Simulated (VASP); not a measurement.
Runs of VASP 6.6.1 on NaCl. Symmetry: Fm-3m, No. 225, cubic system. Conventional cell: a = 5.605 Å, b = 5.605 Å, c = 5.605 Å, α = 90.00°, β = 90.00°, γ = 90.00°. Na (site symmetry m-3m) has 6 Cl at 2.80 Å within 3.7 Å. Cl (site symmetry m-3m) has 6 Na at 2.80 Å within 3.7 Å. 

| level | potentials or basis | k mesh | cutoff (eV) | smearing | grid for exact exchange (PRECFOCK) | share of exact exchange | screening parameter | gap on the mesh (eV) | pressure (GPa) |
| --- | --- | --- | --- | --- | --- | --- | --- | --- | --- |
| PBE-based screened hybrid with 30 % exact exchange | VASP PAW PBE potentials, release 64 (Na_pv, Cl) | 4 × 4 × 4 | 520 | gaussian 0.01 eV | Normal | 0.3 | 0.2078 1/Å | 6.83 | 0.6 |
| LDA | VASP PAW LDA potentials, release 64 (Na_pv, Cl) | 4 × 4 × 4 | 500 | gaussian 0.01 eV | - | - | - | 4.77 | -2.0 |
| PBEsol | VASP PAW PBE potentials, release 64 (Na_pv, Cl) | 6 × 6 × 6 | 500 | gaussian 0.2 eV | - | - | - | 5.00 | 0.0 |
| PBEsol | VASP PAW PBE potentials, release 64 (Na_pv, Cl) | 6 × 6 × 6 | 500 | fermi-dirac 0.05 eV | - | - | - | 5.00 | 0.0 |
| PBE-based screened hybrid with 5 % exact exchange | VASP PAW PBE potentials, release 64 (Na_pv, Cl) | 4 × 4 × 4 | 520 | gaussian 0.01 eV | Normal | 0.05 | 0.5 1/Å | 5.32 | 1.2 |
| HSE06 | VASP PAW PBE potentials, release 64 (Na_pv, Cl) | 4 × 4 × 4 | 520 | gaussian 0.01 eV | Normal | 0.25 | 0.2079 1/Å | (c) | (a) |
| PBE-based screened hybrid with 100 % exact exchange | VASP PAW PBE potentials, release 64 (Na_pv, Cl) | 4 × 4 × 4 | 520 | gaussian 0.01 eV | Normal | 1 | 0.5 1/Å | 8.16 | -0.4 |
| PBEsol+D3(BJ) | VASP PAW PBE potentials, release 64 (Na_pv, Cl) | 6 × 6 × 6 | 500 | gaussian 0.01 eV | - | - | - | 5.00 | (b) |

Alike in all rows: task single point; no spin polarisation; cell as given.

**Question.** Estimate the missing entries.

**Answer.** (a) 0.7; (b) -1.5; (c) 6.55.

Caveats: some runs use coarse meshes; the PAW data sets were made with another functional, which shifts forces and pressure a little (at least some runs).

